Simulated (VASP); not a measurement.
**Tc: single point with r2SCAN**

The system is Tc.

```
Tc
1.0
    -1.52382    1.52382    1.52382
     1.52382   -1.52382    1.52382
     1.52382    1.52382   -1.52382
Tc
1
Direct
  0.00000 0.00000 0.00000
```

This isn't the form of Tc at room conditions, which is hcp.

```json
{
 "Program": "VASP 6.6.1",
 "Task": "single point",
 "Functional": "r2SCAN",
 "Potentials or basis": "VASP PAW PBE potentials, release 64 (Tc_pv)",
 "Cutoff": "520 eV",
 "k mesh": "20 × 20 × 20",
 "Occupations": "gaussian, width 0.05 eV",
 "Spin": "no spin polarisation",
 "Dipole correction": "no",
 "Further INCAR settings": "ALGO = Normal; EDIFF = 1e-06; NBANDS = 12"
}
```

```
Pressure               : 5.9 GPa
Band gap on the k mesh : zero (an odd number of electrons rules out a gap without spin polarisation)
```

Levels at points of the mesh, in eV from the Fermi level:
```
           k point  band 4  band 5  band 6  band 7  band 8  band 9
(0.00, 0.00, 0.00)   -8.51   -2.63   -2.63   -2.63    0.66    0.66
(0.50, 0.00, 0.00)   -6.61   -4.73    0.63    1.19    1.27    3.57
(0.50, 0.50, 0.50)   -6.72   -6.72    2.83    2.83    2.83    9.63
```

Wall time 2.2 min on 1 thread of Intel Xeon 8259CL, on a shared host, peak memory 0.16 GiB.

Caveat: the cell stands under pressure; the PAW data sets were made with another functional, which shifts forces and pressure a little.
